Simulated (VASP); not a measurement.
# Na (C2/m) in VASP: single point with PBEsol

Aim: the single point of Na with PBEsol.

Program: VASP 6.6.1. These are calculated values, not measurements. Logs are shortened: lines on timing, memory, paths and dates and some standing lists are left out, and cuts for length are marked.

### 1 The cell of the first run

The structure is monoclinic, space group C2/m (No. 12). The conventional cell has a = 6.387 Å, b = 3.723 Å, c = 9.604 Å, α = 90.00°, β = 105.19°, γ = 90.00°. Within 4.9 Å of Na (site symmetry 2/m) lie 12 Na at 3.70 to 3.84 Å. Within 4.9 Å of Na (site symmetry m) lie 12 Na at 3.70 to 3.84 Å.

### 2 Single point, PBEsol (uniaxial strain along c: +2.0 %)

INCAR

```
  PREC = Accurate
  ENCUT = 520
  EDIFF = 1E-7
  ISMEAR = 0
  SIGMA = 0.1
  LREAL = False
  LASPH = True
  NELM = 100
  ALGO = Normal
  ISIF = 2
  LWAVE = False
  LCHARG = False
  GGA = PS
  NBANDS = 30
```

KPOINTS

```
Automatic mesh
0
Gamma
  6 10 4
```

POSCAR

```
Na
1.0
    6.3865536384      0.0000000000     -0.0396550695
    0.0000000000      3.7226223684      0.0000000000
   -2.4592693410      0.0000000000      9.2837213348
Na
6
Direct
    0.0000000000      0.0000000000      0.0000000000
    0.7259928563      0.5000000000      0.6666704448
    0.7740071437      0.0000000000      0.3333295552
    0.5000000000      0.5000000000      0.0000000000
    0.2259928563      0.0000000000      0.6666704448
    0.2740071437      0.5000000000      0.3333295552
```

Potentials or basis: VASP PAW PBE potentials, release 64 (Na_pv).

Launch:

```console
> cat potpaw_PBE.64/Na_pv/POTCAR > POTCAR
> mpirun -np 1 vasp_std > vasp.out
```

OUTCAR:

```text
PREC = Accurate
   ENCUT = 520
   EDIFF = 1E-7
   ISMEAR = 0
   LREAL = False
   LASPH = True
   NELM = 100
   ISIF = 2
   GGA = PS

 ion  position               nearest neighbor table
   1  0.000  0.000  0.000-
   2  0.726  0.500  0.667-
   3  0.774  0.000  0.333-
   4  0.500  0.500  0.000-
   5  0.226  0.000  0.667-
   6  0.274  0.500  0.333-

  LATTYP: Found a simple monoclinic cell.
 ALAT       =     6.3866767494
 B/A-ratio  =     0.5828731458
 C/A-ratio  =     1.5037446255
 COS(beta)  =    -0.2620661150

  Lattice vectors:

 A1 = (   6.3865536384,   0.0000000000,  -0.0396550695)
 A2 = (   0.0000000000,   3.7226223684,   0.0000000000)
 A3 = (  -2.4592693410,   0.0000000000,   9.2837213348)

Analysis of symmetry for initial positions (statically):
=====================================================================
 Subroutine PRICEL returns following result:

  LATTYP: Found a base centered monoclinic cell.
 ALAT       =     6.3866767494
 B/A-ratio  =     0.5828731458
 C/A-ratio  =     1.5037446255
 COS(beta)  =    -0.2620661150

  Lattice vectors:

 A1 = (   3.1932768192,  -1.8613111842,  -0.0198275347)
 A2 = (   3.1932768192,   1.8613111842,  -0.0198275347)
 A3 = (  -2.4592693410,   0.0000000000,   9.2837213348)

   2 primitive cells build up your supercell.

 Routine SETGRP: Setting up the symmetry group for a
 simple monoclinic supercell.

 Subroutine GETGRP returns: Found  4 space group operations
 (whereof  4 operations were pure point group operations)
 out of a pool of  4 trial point group operations.

The static configuration has the point symmetry C_2h.

Analysis of symmetry for dynamics (positions and initial velocities):
=====================================================================
 Subroutine PRICEL returns following result:

  LATTYP: Found a base centered monoclinic cell.
 ALAT       =     6.3866767494
 B/A-ratio  =     0.5828731458
 C/A-ratio  =     1.5037446255
 COS(beta)  =    -0.2620661150

  Lattice vectors:
[... 102 lines left out ...]
   dimension x,y,z NGXF=    96 NGYF=   56 NGZF=  144
   ions per type =               6
   NGX,Y,Z   is equivalent  to a cutoff of  12.49, 12.50, 12.46 a.u.
   NGXF,Y,Z  is equivalent  to a cutoff of  24.99, 25.01, 24.93 a.u.
 SYSTEM =  unknown system
   PREC   = accura    normal or accurate (medium, high low for compatibility)
   ISTART =      0    job   : 0-new  1-cont  2-samecut
   ICHARG =      2    charge: 1-file 2-atom 10-const
   ISPIN  =      1    spin polarized calculation?
   LNONCOLLINEAR =      F non collinear calculations
   LSORBIT =      F    spin-orbit coupling
   LASPH  =      T    aspherical Exc in radial PAW
   ENCUT  =  520.0 eV  38.22 Ry    6.18 a.u.  11.87  6.92 17.86*2*pi/ulx,y,z
   NELM   =    100;   NELMIN=  2; NELMDL= -5     # of ELM steps
   EDIFF  = 0.1E-06   stopping-criterion for ELM
   LREAL  =      F    real-space projection
   EDIFFG = 0.1E-05   stopping-criterion for IOM
   NSW    =      0    number of steps for IOM
   IBRION =     -1    ionic relax: 0-MD 1-quasi-New 2-CG
   NFREE  =      0    steps in history (QN), initial steepest desc. (CG)
   ISIF   =      2    stress and relaxation
   ISYM   =      2    0-nonsym 1-usesym 2-fastsym
   POTIM  = 0.5000    time-step for ionic-motion
   TEBEG  =    0.0;   TEEND  =   0.0 temperature during run
   PSTRESS=    0.0 pullay stress
   NELECT =      42.0000    total number of electrons
   NUPDOWN=      -1.0000    fix difference up-down
   EMIN   =  10.00;   EMAX   =-10.00  energy-range for DOS
   EFERMI =   0.00;   METHOD = LEGACY
   ISMEAR =     0;   SIGMA  =   0.10  broadening in eV -4-tet -1-fermi 0-gaus
   EFERMI_NEDOS =   21; number of points for ismear=-14 and -15
   IALGO  =     38    algorithm
   IMIX   =      4    mixing-type and parameters
     AMIX     =   0.40;   BMIX     =  1.00
     AMIX_MAG =   1.60;   BMIX_MAG =  1.00
  volume/ion in A,a.u.               =      36.73       247.84
  Fermi-wavevector in a.u.,A,eV,Ry     =   0.942143  1.780393 12.076997  0.887634
  Thomas-Fermi vector in A             =   2.069724
   LORBIT       =      0    0 simple, 1 ext, 2 COOP (PROOUT), +10 PAW based schemes
   GGA     = PS    functional components
   LHFCALC =     F    Hartree Fock is set to
   AEXX    =    0.0000 exact exchange contribution
   IVDW    =     0    specifies the selected vdW correction
   LEPSILON=     F    determine dielectric tensor
   LRPA    =     F    only Hartree local field effects (RPA)
 non-spin polarized calculation
 Gauss-broadening in eV      SIGMA  =   0.10
  energy-cutoff  :      520.00
  volume of cell :      220.35
 maximum number of plane-waves:      5980
   NGX = 23   NGY = 13   NGZ = 35

 number of electron      42.0000010 magnetization

 Free energy of the ion-electron system (eV)
  ---------------------------------------------------
  ext. energy  EPLUGINS =         0.00000000
  ---------------------------------------------------
  free energy    TOTEN  =        -8.41804020 eV

  energy without entropy =       -8.40881506  energy(sigma->0) =       -8.41342763

 E-fermi :   0.3429     XC(G=0):  -6.5254

 val. band max:        0.3427811642   @ k =  -0.1667   0.2000   0.2500
 cond. band min:       0.3825672257   @ k =   0.3333   0.0000   0.2500
 fundamental gap:      0.0397860616
 Fermi energy:         0.3429063674

 k-point     1 :       0.0000    0.0000    0.0000
  band No.  band energies     occupation
      1     -24.4786      2.00000
      2     -24.4777      2.00000
      3     -24.4739      2.00000
      4     -24.4684      2.00000
      5     -24.4683      2.00000
      6     -24.4604      2.00000
[... 781 lines left out ...]
     29       3.1732      0.00000
     30       3.1732      0.00000

 [... further k-points ...]
[... 5 lines left out ...]
  --------------------------------------------------------------------------------------
  -------------------------------------------------------------------------------------
  Total       -0.0395252      0.0685969     -0.3883708      0.0000000      0.0000000      0.1126932
  in kB       -0.2873837      0.4987609     -2.8238032      0.0000000      0.0000000      0.8193805
  external PRESSURE =      -0.8708087 kB  Pullay stress =       0.0000000 kB

 VOLUME and BASIS-vectors are now :
 -----------------------------------------------------------------------------
  energy-cutoff  :      520.00
  volume of cell :      220.35
      direct lattice vectors                 reciprocal lattice vectors
     6.386553638  0.000000000 -0.039655070     0.156836939  0.000000000  0.041546300
     0.000000000  3.722622368  0.000000000     0.000000000  0.268627838  0.000000000
    -2.459269341  0.000000000  9.283721335     0.000669923  0.000000000  0.107892890

 POSITION                                       TOTAL-FORCE (eV/Angst)
 -----------------------------------------------------------------------------------
      0.00000      0.00000      0.00000         0.000000     -0.000000      0.000000
      2.99707      1.86131      6.16039         0.001161      0.000000     -0.000222
      4.12349      0.00000      3.06385        -0.001161     -0.000000      0.000222
      3.19328      1.86131     -0.01983         0.000000     -0.000000      0.000000
     -0.19621      0.00000      6.18022         0.001161     -0.000000     -0.000222
      0.93021      1.86131      3.08367        -0.001161      0.000000      0.000222
 -----------------------------------------------------------------------------------
    total drift:                                0.000000      0.000000      0.000000

  FREE ENERGIE OF THE ION-ELECTRON SYSTEM (eV)
  ---------------------------------------------------
  free  energy   TOTEN  =        -8.4180402043 eV

  energy  without entropy=       -8.4088150609  energy(sigma->0) =       -8.41342763
```

OSZICAR:

```text
N       E                     dE             d eps       ncg     rms          rms(c)
DAV:   1     0.371764483026E+03    0.37176E+03   -0.22143E+04  5536   0.136E+03
DAV:   2     0.143535134127E+02   -0.35741E+03   -0.35223E+03  5064   0.393E+02
DAV:   3    -0.792662627503E+01   -0.22280E+02   -0.21816E+02  5972   0.124E+02
DAV:   4    -0.842019364438E+01   -0.49357E+00   -0.49276E+00  5624   0.178E+01
DAV:   5    -0.843136346893E+01   -0.11170E-01   -0.11170E-01  5760   0.297E+00    0.573E-01
DAV:   6    -0.842153746977E+01    0.98260E-02   -0.16996E-02  6090   0.150E+00    0.348E-01
DAV:   7    -0.841831155623E+01    0.32259E-02   -0.13983E-02  5790   0.122E+00    0.115E-01
DAV:   8    -0.841803896796E+01    0.27259E-03   -0.12794E-03  5694   0.517E-01    0.882E-03
DAV:   9    -0.841803932186E+01   -0.35390E-06   -0.27441E-05  5732   0.593E-02    0.326E-03
DAV:  10    -0.841804023430E+01   -0.91244E-06   -0.14037E-06  5802   0.152E-02    0.375E-04
DAV:  11    -0.841804020429E+01    0.30012E-07   -0.50344E-08  3342   0.240E-03
   1 F= -.84180402E+01 E0= -.84134276E+01  d E =-.922514E-02
```

stdout:

```text
POSCAR found type information on POSCAR Na
 POSCAR found :  1 types and       6 ions
 scaLAPACK will be used
 -----------------------------------------------------------------------------
|                                                                             |
|                                                                             |
|     You enforced a specific xc type in the INCAR file but a different       |
|     I HOPE YOU KNOW WHAT YOU ARE DOING!                                     |
|                                                                             |
 -----------------------------------------------------------------------------

 LDA part: xc-table for (Slater+PW92), standard interpolation
 POSCAR, INCAR and KPOINTS ok, starting setup
 FFT: planning ... GRIDC
 FFT: planning ... GRID_SOFT
 FFT: planning ... GRID
 WAVECAR not read
 entering main loop
```

Wall time 5.5 min (1 thread of Intel Xeon Platinum 8259CL at 2.50GHz (Skylake/Cascade Lake), shared host); peak memory 0.52 GiB.

Results:

```yaml
Free_energy: -8.4180 eV
Pressure: -0.1 GPa
Band_gap_on_the_k_mesh: zero (band 21 reaches 1.56 eV, above the bottom of band 22 at -1.16 eV)
```

Stress tensor (GPa, compression positive):
```
-0.03  0.00  0.08
 0.00  0.05  0.00
 0.08  0.00 -0.28
```

Caveat: the cell differs from its parent crystal (uniaxial strain along c: +2.0 %); the PAW data sets were made with another functional, which shifts forces and pressure a little.
